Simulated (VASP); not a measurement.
# AlGeIr3 (Pm-3m) in VASP: notebook

The runs below take AlGeIr3 through single point, with PBE.

Everything below comes from runs of VASP 6.6.1. Logs are shortened: lines on timing, memory, paths and dates and some standing lists are left out, and cuts for length are marked.

## 1. The cell of the first run

The structure is cubic, space group Pm-3m (No. 221). Conventional cell: a = 3.974 Å, b = 3.974 Å, c = 3.974 Å, α = 90.00°, β = 90.00°, γ = 90.00°. Al (site symmetry m-3m) has 12 Ir at 2.81 Å and 8 Ge at 3.44 Å within 3.7 Å. Within 2.6 Å of Ge (site symmetry m-3m) lie 6 Ir at 1.99 Å. Ir (site symmetry 4/mmm) has 2 Ge at 1.99 Å within 2.6 Å.

The cell was built from a structure type or drawn by symmetry, and may not be a known phase.

## 2. Single point, PBE

Input file INCAR:

```
  PREC = Accurate
  ENCUT = 520
  EDIFF = 1E-6
  ISMEAR = 0
  SIGMA = 0.1
  LREAL = False
  LASPH = True
  NELM = 60
  ALGO = Normal
  ISIF = 2
  LWAVE = False
  LCHARG = False
  GGA = PE
  NBANDS = 30
```

Input file KPOINTS:

```
Automatic mesh
0
Gamma
  4 4 4
```

Input file POSCAR:

```
AlGeIr3
1.0
    3.9744362900      0.0000000000      0.0000000000
    0.0000000000      3.9744362900      0.0000000000
    0.0000000000      0.0000000000      3.9744362900
Al Ge Ir
1 1 3
Direct
    0.0000000000      0.0000000000      0.0000000000
    0.5000000000      0.5000000000      0.5000000000
    0.5000000000      0.5000000000      0.0000000000
    0.5000000000      0.0000000000      0.5000000000
    0.0000000000      0.5000000000      0.5000000000
```

Potentials or basis: VASP PAW PBE potentials, release 64 (Al, Ge_d, Ir).

Launch:

```
$ cat potpaw_PBE.64/Al/POTCAR potpaw_PBE.64/Ge_d/POTCAR potpaw_PBE.64/Ir/POTCAR > POTCAR
$ mpirun -np 1 vasp_std > vasp.out
```

OUTCAR:

```text
PREC = Accurate
   ENCUT = 520
   EDIFF = 1E-6
   ISMEAR = 0
   LREAL = False
   LASPH = True
   NELM = 60
   ISIF = 2
   GGA = PE

 ion  position               nearest neighbor table
   1  0.000  0.000  0.000-   3 2.81   4 2.81   5 2.81   4 2.81   5 2.81   3 2.81   5 2.81   5 2.81
                             3 2.81   4 2.81   4 2.81   3 2.81
   2  0.500  0.500  0.500-   3 1.99   4 1.99   5 1.99   3 1.99   4 1.99   5 1.99
   3  0.500  0.500  0.000-   2 1.99   2 1.99   4 2.81   5 2.81   1 2.81   4 2.81   5 2.81   1 2.81
                             4 2.81   4 2.81   1 2.81   5 2.81   5 2.81   1 2.81
   4  0.500  0.000  0.500-   2 1.99   2 1.99   3 2.81   5 2.81   1 2.81   3 2.81   1 2.81   3 2.81
                             5 2.81   3 2.81   1 2.81   5 2.81   1 2.81   5 2.81
   5  0.000  0.500  0.500-   2 1.99   2 1.99   3 2.81   4 2.81   1 2.81   3 2.81   1 2.81   4 2.81
                             1 2.81   1 2.81   3 2.81   4 2.81   3 2.81   4 2.81

  LATTYP: Found a simple cubic cell.
 ALAT       =     3.9744362900

  Lattice vectors:

 A1 = (   3.9744362900,   0.0000000000,   0.0000000000)
 A2 = (   0.0000000000,   3.9744362900,   0.0000000000)
 A3 = (   0.0000000000,   0.0000000000,   3.9744362900)

Analysis of symmetry for initial positions (statically):
=====================================================================
 Subroutine PRICEL returns:
 Original cell was already a primitive cell.

 Routine SETGRP: Setting up the symmetry group for a
 simple cubic supercell.

 Subroutine GETGRP returns: Found 48 space group operations
 (whereof 48 operations were pure point group operations)
 out of a pool of 48 trial point group operations.

The static configuration has the point symmetry O_h .

Analysis of symmetry for dynamics (positions and initial velocities):
=====================================================================
 Subroutine PRICEL returns:
 Original cell was already a primitive cell.

 Routine SETGRP: Setting up the symmetry group for a
 simple cubic supercell.

 Subroutine GETGRP returns: Found 48 space group operations
 (whereof 48 operations were pure point group operations)
 out of a pool of 48 trial point group operations.

The dynamic configuration has the point symmetry O_h .

 Subroutine INISYM returns: Found 48 space group operations
 (whereof 48 operations are pure point group operations),
 and found     1 'primitive' translations

----------------------------------------------------------------------------------------

                                     Primitive cell

  volume of cell :      62.7808

  direct lattice vectors                    reciprocal lattice vectors
[... 83 lines left out ...]
   NFREE  =      0    steps in history (QN), initial steepest desc. (CG)
   ISIF   =      2    stress and relaxation
   ISYM   =      2    0-nonsym 1-usesym 2-fastsym
   POTIM  = 0.5000    time-step for ionic-motion
   TEBEG  =    0.0;   TEEND  =   0.0 temperature during run
   PSTRESS=    0.0 pullay stress
   NELECT =      44.0000    total number of electrons
   NUPDOWN=      -1.0000    fix difference up-down
   EMIN   =  10.00;   EMAX   =-10.00  energy-range for DOS
   EFERMI =   0.00;   METHOD = LEGACY
   ISMEAR =     0;   SIGMA  =   0.10  broadening in eV -4-tet -1-fermi 0-gaus
   EFERMI_NEDOS =   21; number of points for ismear=-14 and -15
   IALGO  =     38    algorithm
   IMIX   =      4    mixing-type and parameters
     AMIX     =   0.40;   BMIX     =  1.00
     AMIX_MAG =   1.60;   BMIX_MAG =  1.00
  volume/ion in A,a.u.               =      12.56        84.73
  Fermi-wavevector in a.u.,A,eV,Ry     =   1.454176  2.747993 28.771242  2.114627
  Thomas-Fermi vector in A             =   2.571357
   LORBIT       =      0    0 simple, 1 ext, 2 COOP (PROOUT), +10 PAW based schemes
   GGA     = PE    functional components
   LHFCALC =     F    Hartree Fock is set to
   AEXX    =    0.0000 exact exchange contribution
   IVDW    =     0    specifies the selected vdW correction
   LEPSILON=     F    determine dielectric tensor
   LRPA    =     F    only Hartree local field effects (RPA)
 non-spin polarized calculation
 Gauss-broadening in eV      SIGMA  =   0.10
  energy-cutoff  :      520.00
  volume of cell :       62.78
 maximum number of plane-waves:      1743
 NGX is ok and might be reduce to    30
   NGX = 15   NGY = 15   NGZ = 15

 number of electron      44.0000011 magnetization

 Free energy of the ion-electron system (eV)
  ---------------------------------------------------
  ext. energy  EPLUGINS =         0.00000000
  ---------------------------------------------------
  free energy    TOTEN  =       -20.57785178 eV

  energy without entropy =      -20.57005546  energy(sigma->0) =      -20.57395362

 E-fermi :  12.2439     XC(G=0): -13.5360

 val. band max:       12.2158284977   @ k =   0.2500   0.2500   0.2500
 cond. band min:      12.6028440825   @ k =   0.5000   0.5000   0.2500
 fundamental gap:      0.3870155849
 Fermi energy:        12.2439491716

 k-point     1 :       0.0000    0.0000    0.0000
  band No.  band energies     occupation
      1     -15.0390      2.00000
      2     -15.0390      2.00000
      3     -14.6512      2.00000
      4     -14.6512      2.00000
      5     -14.6512      2.00000
      6      -4.7530      2.00000
[... 319 lines left out ...]
     29      23.0013      0.00000
     30      23.0014      0.00000

------------------------ aborting loop because EDIFF is reached ----------------------------------------

  FORCE on cell =-STRESS in cart. coord.  units (eV):
  Direction    XX          YY          ZZ          XY          YZ          ZX
  --------------------------------------------------------------------------------------
  -------------------------------------------------------------------------------------
  Total       58.2491438     58.2491438     58.2491438      0.0000000     -0.0000000      0.0000000
  in kB     1486.5294217   1486.5294217   1486.5294217      0.0000000     -0.0000000      0.0000000
  external PRESSURE =    1486.5294217 kB  Pullay stress =       0.0000000 kB

 VOLUME and BASIS-vectors are now :
 -----------------------------------------------------------------------------
  energy-cutoff  :      520.00
  volume of cell :       62.78
      direct lattice vectors                 reciprocal lattice vectors
     3.974436290  0.000000000  0.000000000     0.251608009  0.000000000  0.000000000
     0.000000000  3.974436290  0.000000000     0.000000000  0.251608009  0.000000000
     0.000000000  0.000000000  3.974436290     0.000000000  0.000000000  0.251608009

 POSITION                                       TOTAL-FORCE (eV/Angst)
 -----------------------------------------------------------------------------------
      0.00000      0.00000      0.00000         0.000000      0.000000      0.000000
      1.98722      1.98722      1.98722         0.000000      0.000000      0.000000
      1.98722      1.98722      0.00000         0.000000      0.000000      0.000000
      1.98722      0.00000      1.98722         0.000000      0.000000      0.000000
      0.00000      1.98722      1.98722         0.000000      0.000000      0.000000
 -----------------------------------------------------------------------------------
    total drift:                                0.000000      0.000000     -0.000000

  FREE ENERGIE OF THE ION-ELECTRON SYSTEM (eV)
  ---------------------------------------------------
  free  energy   TOTEN  =       -20.5778517815 eV

  energy  without entropy=      -20.5700554591  energy(sigma->0) =      -20.57395362
```

OSZICAR:

```text
N       E                     dE             d eps       ncg     rms          rms(c)
DAV:   1     0.503871964790E+03    0.50387E+03   -0.19278E+04   740   0.297E+03
DAV:   2     0.375420547243E+02   -0.46633E+03   -0.44132E+03   600   0.742E+02
DAV:   3    -0.192841366660E+02   -0.56826E+02   -0.55058E+02   648   0.184E+02
DAV:   4    -0.220098505921E+02   -0.27257E+01   -0.27147E+01   702   0.445E+01
DAV:   5    -0.220762528840E+02   -0.66402E-01   -0.66388E-01   734   0.668E+00    0.520E+01
DAV:   6    -0.210066451291E+02    0.10696E+01   -0.97995E-01   800   0.182E+01    0.274E+01
DAV:   7    -0.205975449447E+02    0.40910E+00   -0.48315E-01   830   0.594E+00    0.188E+00
DAV:   8    -0.205782988814E+02    0.19246E-01   -0.58635E-02   802   0.502E+00    0.662E-01
DAV:   9    -0.205778342552E+02    0.46463E-03   -0.59154E-03   830   0.105E+00    0.246E-01
DAV:  10    -0.205778498216E+02   -0.15566E-04   -0.32126E-04   742   0.175E-01    0.730E-02
DAV:  11    -0.205778635189E+02   -0.13697E-04   -0.28409E-05   762   0.734E-02    0.675E-02
DAV:  12    -0.205778525766E+02    0.10942E-04   -0.25012E-06   638   0.157E-02    0.682E-03
DAV:  13    -0.205778517815E+02    0.79502E-06   -0.33339E-07   450   0.113E-02
   1 F= -.20577852E+02 E0= -.20573954E+02  d E =-.779632E-02
```

It took 40 s on 1 thread of Intel Xeon 8259CL, shared host; peak memory 0.18 GiB.

Results:

* Free energy: -20.5779 eV
* Pressure: 148.7 GPa
* Band gap on the k mesh: zero (bands 22 and 23 overlap by 0.18 eV)

Caveat: the k points lie up to 0.40 Å⁻¹ apart; spin-orbit coupling is left out, which moves the levels of the heavy elements.

## 3. Single point, PBE

This run uses another cell than the first one, of 18.40 Å³/atom.

Input file INCAR:

```
SYSTEM = AlGeIr3
ALGO = Fast ; EDIFF = 1E-6
ENCUT = 520 ; GGA = PE
ISIF = 2 ; ISMEAR = 0
LASPH = .TRUE. ; LCHARG = .FALSE.
LREAL = .FALSE. ; LWAVE = .FALSE.
NBANDS = 30 ; NELM = 80
PREC = Accurate ; SIGMA = 0.1
```

Input file KPOINTS:

```
k-points
0
G
  4 4 4
  0 0 0
```

Edit POSCAR of step 2 so:

```diff
@@ -2,5 +2,5 @@
 1.0
-    3.9744362900      0.0000000000      0.0000000000
-    0.0000000000      3.9744362900      0.0000000000
-    0.0000000000      0.0000000000      3.9744362900
+    4.5146453858      0.0000000000      0.0000000000
+    0.0000000000      4.5146453858      0.0000000000
+    0.0000000000      0.0000000000      4.5146453858
 Al Ge Ir
```

Potentials or basis: VASP PAW PBE potentials, release 64 (Al, Ge_d, Ir).

Launch:

```
$ cat potpaw_PBE.64/Al/POTCAR potpaw_PBE.64/Ge_d/POTCAR potpaw_PBE.64/Ir/POTCAR > POTCAR
$ mpirun -np 1 vasp_std > vasp.out
```

It took 45 s on 1 thread of Intel Xeon 8259CL, shared host; peak memory 0.21 GiB.

It converged, with:

| Property | Result |
| --- | --- |
| Free energy | -30.2337 eV |
| Pressure | 1.1 GPa |
| Band gap on the k mesh | zero (bands 22 and 23 overlap by 0.11 eV) |

Levels at points of the mesh, in eV from the Fermi level:
| k point | band 18 | band 19 | band 20 | band 21 | band 22 | band 23 | band 24 | band 25 | band 26 | band 27 |
| --- | --- | --- | --- | --- | --- | --- | --- | --- | --- | --- |
| (0.00, 0.00, 0.00) | -1.36 | -1.36 | -1.36 | -0.14 | -0.14 | -0.14 | 0.22 | 1.90 | 2.63 | 2.63 |
| (0.50, 0.00, 0.00) | -1.71 | -1.48 | -1.48 | -0.96 | -0.14 | 0.99 | 1.54 | 1.54 | 3.13 | 3.60 |
| (0.50, 0.50, 0.00) | -1.94 | -1.60 | -1.33 | -0.75 | -0.51 | 0.31 | 0.31 | 2.91 | 3.71 | 3.86 |
| (0.50, 0.50, 0.50) | -1.61 | -1.61 | -0.86 | -0.86 | -0.12 | -0.12 | -0.12 | 1.05 | 1.36 | 1.36 |

Caveat: spin-orbit coupling is left out, which moves the levels of the heavy elements.
